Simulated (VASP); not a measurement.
# SiO2 (I-42d) in VASP: notebook

The runs below take SiO2 through single point, with PBE.

All numbers are computed with VASP 6.6.1; they aren't measurements. Logs are shortened: lines on timing, memory, paths and dates and some standing lists are left out, and cuts for length are marked.

**1. The cell of the first run**

Symmetry: I-42d, No. 122, tetragonal system. The conventional cell has a = 4.784 Å, b = 4.784 Å, c = 7.311 Å, α = 90.00°, β = 90.00°, γ = 90.00°. Si (site symmetry -4) has 4 O at 1.62 Å within 2.2 Å. O (site symmetry 2) has 2 Si at 1.62 Å within 2.2 Å.

**2. Single point, PBE**

The input, INCAR:

```
PREC = Accurate
ENCUT = 520
EDIFF = 1E-7
ISMEAR = 0
SIGMA = 0.02
LREAL = False
LASPH = True
NELM = 100
ALGO = Normal
ISIF = 2
LWAVE = False
LCHARG = False
GGA = PE
NBANDS = 25
```

The input, KPOINTS:

```
Automatic mesh
0
Gamma
  6 6 6
```

The input, POSCAR:

```
SiO2
1.0
   -2.3919551140      2.3919551140      3.6557352567
    2.3919551140     -2.3919551140      3.6557352567
    2.3919551140      2.3919551140     -3.6557352567
Si O
2 4
Direct
    0.0000000000      0.0000000000      0.0000000000
    0.7500000000      0.2500000000      0.5000000000
    0.3750000000      0.2529398316      0.3779398316
    1.0029398316      0.6250000000      0.8779398316
    0.7470601684      0.1250000000      0.1220601684
    0.8750000000     -0.0029398316      0.6220601684
```

Potentials or basis: VASP PAW PBE potentials, release 64 (Si, O).

Launch:

```
$ cat potpaw_PBE.64/Si/POTCAR potpaw_PBE.64/O/POTCAR > POTCAR
$ mpirun -np 1 vasp_std > vasp.out
```

OUTCAR:

```text
PREC = Accurate
   ENCUT = 520
   EDIFF = 1E-7
   ISMEAR = 0
   LREAL = False
   LASPH = True
   NELM = 100
   ISIF = 2
   GGA = PE

 ion  position               nearest neighbor table
   1  0.000  0.000  0.000-   4 1.62   5 1.62   6 1.62   3 1.62   2 3.01   2 3.01   2 3.01   2 3.01

   2  0.750  0.250  0.500-   3 1.62   5 1.62   6 1.62   4 1.62   1 3.01   1 3.01   1 3.01   1 3.01

   3  0.375  0.253  0.378-   2 1.62   1 1.62
   4  0.003  0.625  0.878-   1 1.62   2 1.62
   5  0.747  0.125  0.122-   1 1.62   2 1.62
   6  0.875  0.997  0.622-   1 1.62   2 1.62

  LATTYP: Found a body centered tetragonal cell.
 ALAT       =     4.7839102280
 C/A-ratio  =     1.5283460945

  Lattice vectors:

 A1 = (  -2.3919551140,   2.3919551140,   3.6557352567)
 A2 = (   2.3919551140,  -2.3919551140,   3.6557352567)
 A3 = (   2.3919551140,   2.3919551140,  -3.6557352567)

Analysis of symmetry for initial positions (statically):
=====================================================================
 Subroutine PRICEL returns:
 Original cell was already a primitive cell.

 Routine SETGRP: Setting up the symmetry group for a
 body centered tetragonal supercell.

 Subroutine GETGRP returns: Found  8 space group operations
 (whereof  4 operations were pure point group operations)
 out of a pool of 16 trial point group operations.

The static configuration has the point symmetry S_4 .
 The point group associated with its full space group is D_2d.

Analysis of symmetry for dynamics (positions and initial velocities):
=====================================================================
 Subroutine PRICEL returns:
 Original cell was already a primitive cell.

 Routine SETGRP: Setting up the symmetry group for a
 body centered tetragonal supercell.

 Subroutine GETGRP returns: Found  8 space group operations
 (whereof  4 operations were pure point group operations)
 out of a pool of 16 trial point group operations.

The dynamic configuration has the point symmetry S_4 .
 The point group associated with its full space group is D_2d.

 Subroutine INISYM returns: Found  8 space group operations
 (whereof  4 operations are pure point group operations),
 and found     1 'primitive' translations

----------------------------------------------------------------------------------------

                                     Primitive cell

  volume of cell :      83.6644

  direct lattice vectors                    reciprocal lattice vectors
    -2.391955114  2.391955114  3.655735257     0.000000000  0.209034023  0.136771392
     2.391955114 -2.391955114  3.655735257     0.209034023  0.000000000  0.136771392
     2.391955114  2.391955114 -3.655735257     0.209034023  0.209034023  0.000000000

  length of vectors
     4.980692603  4.980692603  4.980692603     0.249803195  0.249803195  0.295618750

  position of ions in fractional coordinates (direct lattice)
     0.000000000  0.000000000  0.000000000
     0.750000000  0.250000000  0.500000000
     0.375000000  0.252939832  0.377939832
     0.002939832  0.625000000  0.877939832
     0.747060168  0.125000000  0.122060168
     0.875000000  0.997060168  0.622060168

  ion indices of the primitive-cell ions
   primitive index   ion index
                 1           1
                 2           2
                 3           3
                 4           4
                 5           5
                 6           6

----------------------------------------------------------------------------------------

 KPOINTS: Automatic mesh

Automatic generation of k-mesh.
 Grid dimensions read from file:
 generate k-points for:    6    6    6

 Generating k-lattice:

  Cartesian coordinates                     Fractional coordinates (reciprocal lattice)
     0.000000000  0.034839004  0.022795232     0.166666667  0.000000000 -0.000000000
     0.034839004  0.000000000  0.022795232     0.000000000  0.166666667 -0.000000000
     0.034839004  0.034839004  0.000000000     0.000000000  0.000000000  0.166666667

  Length of vectors
     0.041633866  0.041633866  0.049269792

  Shift w.r.t. Gamma in fractional coordinates (k-lattice)
     0.000000000  0.000000000  0.000000000

 Subroutine IBZKPT returns following result:
 ===========================================

 Found     30 irreducible k-points:

 Following reciprocal coordinates:
            Coordinates               Weight
  0.000000  0.000000  0.000000      1.000000
  0.166667 -0.000000  0.000000      8.000000
  0.333333 -0.000000  0.000000      8.000000
  0.500000 -0.000000  0.000000      4.000000
  0.166667  0.166667  0.000000      8.000000
  0.333333  0.166667  0.000000     16.000000
[... 16 lines left out ...]
 -0.333333 -0.333333  0.166667      8.000000
 -0.166667 -0.333333  0.166667      8.000000
 [... further k-points ...]
   k-points           NKPTS =     30   k-points in BZ     NKDIM =     30   number of bands    NBANDS=     25
   number of dos      NEDOS =    301   number of ions     NIONS =      6
   total plane-waves  NPLWV =  64000
   dimension x,y,z NGX =    40 NGY =   40 NGZ =   40
   dimension x,y,z NGXF=    80 NGYF=   80 NGZF=   80
   ions per type =               2   4
   NGX,Y,Z   is equivalent  to a cutoff of  13.35, 13.35, 13.35 a.u.
   NGXF,Y,Z  is equivalent  to a cutoff of  26.70, 26.70, 26.70 a.u.
 SYSTEM =  unknown system
   PREC   = accura    normal or accurate (medium, high low for compatibility)
   ISTART =      0    job   : 0-new  1-cont  2-samecut
   ICHARG =      2    charge: 1-file 2-atom 10-const
   ISPIN  =      1    spin polarized calculation?
   LNONCOLLINEAR =      F non collinear calculations
   LSORBIT =      F    spin-orbit coupling
   LASPH  =      T    aspherical Exc in radial PAW
   ENCUT  =  520.0 eV  38.22 Ry    6.18 a.u.   9.26  9.26  9.26*2*pi/ulx,y,z
   NELM   =    100;   NELMIN=  2; NELMDL= -5     # of ELM steps
   EDIFF  = 0.1E-06   stopping-criterion for ELM
   LREAL  =      F    real-space projection
   EDIFFG = 0.1E-05   stopping-criterion for IOM
   NSW    =      0    number of steps for IOM
   IBRION =     -1    ionic relax: 0-MD 1-quasi-New 2-CG
   NFREE  =      0    steps in history (QN), initial steepest desc. (CG)
   ISIF   =      2    stress and relaxation
   ISYM   =      2    0-nonsym 1-usesym 2-fastsym
   POTIM  = 0.5000    time-step for ionic-motion
   TEBEG  =    0.0;   TEEND  =   0.0 temperature during run
   PSTRESS=    0.0 pullay stress
   NELECT =      32.0000    total number of electrons
   NUPDOWN=      -1.0000    fix difference up-down
   EMIN   =  10.00;   EMAX   =-10.00  energy-range for DOS
   EFERMI =   0.00;   METHOD = LEGACY
   ISMEAR =     0;   SIGMA  =   0.02  broadening in eV -4-tet -1-fermi 0-gaus
   EFERMI_NEDOS =   21; number of points for ismear=-14 and -15
   IALGO  =     38    algorithm
   IMIX   =      4    mixing-type and parameters
     AMIX     =   0.40;   BMIX     =  1.00
     AMIX_MAG =   1.60;   BMIX_MAG =  1.00
  volume/ion in A,a.u.               =      13.94        94.10
  Fermi-wavevector in a.u.,A,eV,Ry     =   1.188351  2.245657 19.213834  1.412177
  Thomas-Fermi vector in A             =   2.324482
   LORBIT       =      0    0 simple, 1 ext, 2 COOP (PROOUT), +10 PAW based schemes
   GGA     = PE    functional components
   LHFCALC =     F    Hartree Fock is set to
   AEXX    =    0.0000 exact exchange contribution
   IVDW    =     0    specifies the selected vdW correction
   LEPSILON=     F    determine dielectric tensor
   LRPA    =     F    only Hartree local field effects (RPA)
 non-spin polarized calculation
 Gauss-broadening in eV      SIGMA  =   0.02
  energy-cutoff  :      520.00
  volume of cell :       83.66
 maximum number of plane-waves:      2271
 NGX is ok and might be reduce to    40
   NGX = 19   NGY = 19   NGZ = 19

 number of electron      32.0000002 magnetization

 Free energy of the ion-electron system (eV)
  ---------------------------------------------------
  ext. energy  EPLUGINS =         0.00000000
  ---------------------------------------------------
  free energy    TOTEN  =       -47.38968534 eV

  energy without entropy =      -47.38968534  energy(sigma->0) =      -47.38968534

 E-fermi :   0.0458     XC(G=0):  -8.6076

 val. band max:       -0.1185754826   @ k =   0.0000   0.0000   0.0000
 cond. band min:       5.9765325110   @ k =   0.0000   0.0000   0.0000
 fundamental gap:      6.0951079936
 Fermi energy:         0.0457999380

 k-point     1 :       0.0000    0.0000    0.0000
  band No.  band energies     occupation
      1     -19.1553      2.00000
      2     -17.0566      2.00000
      3     -17.0566      2.00000
      4     -16.9717      2.00000
      5      -8.7530      2.00000
      6      -5.3336      2.00000
[... 17 lines left out ...]
     24      13.6448      0.00000
     25      14.0957      0.00000

 k-point     2 :       0.1667   -0.0000    0.0000
  band No.  band energies     occupation
      1     -19.0678      2.00000
      2     -17.1757      2.00000
      3     -17.0636      2.00000
      4     -16.9993      2.00000
      5      -8.5635      2.00000
      6      -5.3999      2.00000
[... 17 lines left out ...]
     24      13.3036      0.00000
     25      13.8061      0.00000

 k-point     3 :       0.3333   -0.0000    0.0000
  band No.  band energies     occupation
      1     -18.8459      2.00000
      2     -17.4928      2.00000
      3     -17.0741      2.00000
      4     -17.0216      2.00000
      5      -8.1303      2.00000
      6      -5.6257      2.00000
[... 552 lines left out ...]
 k-point    23 :      -0.3333   -0.3333    0.1667
  band No.  band energies     occupation
      1     -18.6355      2.00000
      2     -17.7305      2.00000
      3     -17.0926      2.00000
      4     -17.0703      2.00000
      5      -7.6397      2.00000
      6      -5.9669      2.00000
[... 17 lines left out ...]
     24      13.3249      0.00000
     25      13.8959      0.00000

 k-point    24 :      -0.1667   -0.3333    0.1667
  band No.  band energies     occupation
      1     -18.8515      2.00000
      2     -17.4543      2.00000
      3     -17.0771      2.00000
      4     -17.0613      2.00000
      5      -8.0700      2.00000
      6      -5.5560      2.00000
[... 17 lines left out ...]
     24      13.4559      0.00000
     25      13.9252      0.00000

 [... further k-points ...]

------------------------ aborting loop because EDIFF is reached ----------------------------------------

  FORCE on cell =-STRESS in cart. coord.  units (eV):
  Direction    XX          YY          ZZ          XY          YZ          ZX
  --------------------------------------------------------------------------------------
  -------------------------------------------------------------------------------------
  Total        1.6181669      1.6181669      1.6714550      0.0000000      0.0000000      0.0000000
  in kB       30.9879693     30.9879693     32.0084383      0.0000000      0.0000000      0.0000000
  external PRESSURE =      31.3281256 kB  Pullay stress =       0.0000000 kB

 VOLUME and BASIS-vectors are now :
 -----------------------------------------------------------------------------
  energy-cutoff  :      520.00
  volume of cell :       83.66
      direct lattice vectors                 reciprocal lattice vectors
    -2.391955114  2.391955114  3.655735257     0.000000000  0.209034023  0.136771392
     2.391955114 -2.391955114  3.655735257     0.209034023  0.000000000  0.136771392
     2.391955114  2.391955114 -3.655735257     0.209034023  0.209034023  0.000000000

 POSITION                                       TOTAL-FORCE (eV/Angst)
 -----------------------------------------------------------------------------------
      0.00000      0.00000      0.00000         0.000000     -0.000000     -0.000000
      0.00000      2.39196      1.82787         0.000000     -0.000000      0.000000
      0.61205      1.19598      0.91393         0.002674     -0.000000     -0.000000
      3.58793      0.61205     -0.91393         0.000000      0.002674     -0.000000
     -1.19598      1.77990      2.74180         0.000000     -0.002674      0.000000
      1.77990      1.19598      4.56967        -0.002674     -0.000000      0.000000
 -----------------------------------------------------------------------------------
    total drift:                                0.000003      0.000003      0.000003

  FREE ENERGIE OF THE ION-ELECTRON SYSTEM (eV)
  ---------------------------------------------------
  free  energy   TOTEN  =       -47.3896853426 eV

  energy  without entropy=      -47.3896853426  energy(sigma->0) =      -47.38968534
```

Wall time 2.4 min (1 thread of AMD EPYC 7R13, shared host); peak memory 0.21 GiB.

What came out:

```
Free energy            : -47.3897 eV
Pressure               : 3.1 GPa
Band gap on the k mesh : 6.10 eV, direct
```

Forces in eV/Å, atoms in the order of the input:
```
Si   0.000  0.000  0.000
Si   0.000  0.000  0.000
O    0.003  0.000  0.000
O    0.000  0.003  0.000
O    0.000 -0.003  0.000
O   -0.003  0.000  0.000
```

Stress tensor (GPa, compression positive):
```
3.10 0.00 0.00
0.00 3.10 0.00
0.00 0.00 3.20
```

A k mesh can miss the band edges.

**3. Single point, PBE**

This run uses another cell than the first one, of 15.52 Å³/atom, 1.113 times its volume.

The input, INCAR:

```
SYSTEM = SiO2
ALGO     = Normal         ! electronic algorithm
EDIFF    = 1E-7           ! SCF threshold, eV
ENCUT    = 520            ! plane-wave cutoff, eV
GGA      = PE             ! functional
ISIF     = 2              ! what is computed and relaxed
ISMEAR   = 0              ! smearing method
LASPH    = .True.         ! aspherical terms in the spheres
LCHARG   = .False.        ! write CHGCAR
LREAL    = .False.        ! projectors in reciprocal space
LWAVE    = .False.        ! write WAVECAR
NBANDS   = 25             ! bands
NELM     = 60             ! most SCF steps
PREC     = Accurate       ! precision mode
SIGMA    = 0.02           ! smearing width, eV
```

The input, KPOINTS:

```
k-points
0
Gamma
  6 6 6
  0 0 0
```

The input, POSCAR:

```
SiO2
1.0
   -2.5131486293      2.5131486293      3.6858706364
    2.5131486293     -2.5131486293      3.6858706364
    2.5131486293      2.5131486293     -3.6858706364
Si O
2 4
Direct
    0.0000000000      0.0000000000      0.0000000000
    0.7500000000      0.2500000000      0.5000000000
    0.3750000000      0.2174786205      0.3424786205
    0.9674786205      0.6250000000      0.8424786205
    0.7825213795      0.1250000000      0.1575213795
    0.8750000000      0.0325213795      0.6575213795
```

Potentials or basis: VASP PAW PBE potentials, release 64 (Si, O).

Launch:

```
$ cat potpaw_PBE.64/Si/POTCAR potpaw_PBE.64/O/POTCAR > POTCAR
$ mpirun -np 1 vasp_std > vasp.out
```

It took 2.7 min on 1 thread of AMD EPYC 7R13, shared host; peak memory 0.22 GiB.

It converged, with:

* Free energy: -47.4921 eV
* Pressure: 0.1 GPa
* Largest force: 0.007 eV/Å
* Band gap on the k mesh: 5.74 eV, direct

Forces in eV/Å, atoms in the order of the input:
```
Si   0.000  0.000  0.000
Si   0.000  0.000  0.000
O   -0.007  0.000  0.000
O    0.000 -0.007  0.000
O    0.000  0.007  0.000
O    0.007  0.000  0.000
```

Levels at points of the mesh, in eV from the valence-band top:
| k point | band 13 | band 14 | band 15 | band 16 | band 17 | band 18 | band 19 | band 20 |
| --- | --- | --- | --- | --- | --- | --- | --- | --- |
| (0.00, 0.00, 0.00) | -1.55 | -0.65 | 0.00 | 0.00 | 5.74 | 8.71 | 10.23 | 10.29 |
| (0.50, 0.00, 0.00) | -1.48 | -0.79 | -0.51 | -0.13 | 7.93 | 8.83 | 9.58 | 10.02 |
| (0.50, 0.50, 0.00) | -0.97 | -0.97 | -0.35 | -0.35 | 8.91 | 8.91 | 10.02 | 10.02 |
| (0.50, 0.50, 0.50) | -1.43 | -1.43 | -0.34 | -0.34 | 8.73 | 8.73 | 10.18 | 10.18 |

**4. Single point, PBE**

This run uses another cell than the first one, of 15.52 Å³/atom, 1.113 times its volume.

The input, INCAR:

```
PREC = Accurate
ENCUT = 520
EDIFF = 1E-6
ISMEAR = 0
SIGMA = 0.02
LREAL = False
LASPH = True
NELM = 60
ALGO = Normal
ISIF = 2
LWAVE = False
LCHARG = False
GGA = PE
NBANDS = 25
```

The input, KPOINTS:

```
Automatic mesh
0
Gamma
  6 6 6
```

POSCAR is that of step 3.

Launch:

```
$ cat potpaw_PBE.64/Si/POTCAR potpaw_PBE.64/O/POTCAR > POTCAR
$ mpirun -np 1 vasp_std > vasp.out
```

Wall time 2.4 min (1 thread of AMD EPYC 7R13, shared host); peak memory 0.22 GiB.

The run converged. Its results:

```
Free energy            : -47.4921 eV
Pressure               : 0.1 GPa
Largest force          : 0.007 eV/Å
Band gap on the k mesh : 5.74 eV, direct
```

Forces on the atoms (eV/Å):
```
Si   0.000  0.000  0.000
Si   0.000  0.000  0.000
O   -0.007  0.000  0.000
O    0.000 -0.007  0.000
O    0.000  0.007  0.000
O    0.007  0.000  0.000
```

Levels at points of the mesh, in eV from the valence-band top:
```csv
k point,band 14,band 15,band 16,band 17,band 18,band 19
"(0.00, 0.00, 0.00)",-0.65,0.00,0.00,5.74,8.71,10.23
"(0.50, 0.00, 0.00)",-0.79,-0.51,-0.13,7.93,8.83,9.58
"(0.50, 0.50, 0.00)",-0.97,-0.35,-0.35,8.91,8.91,10.02
"(0.50, 0.50, 0.50)",-1.43,-0.34,-0.34,8.73,8.73,10.18
```
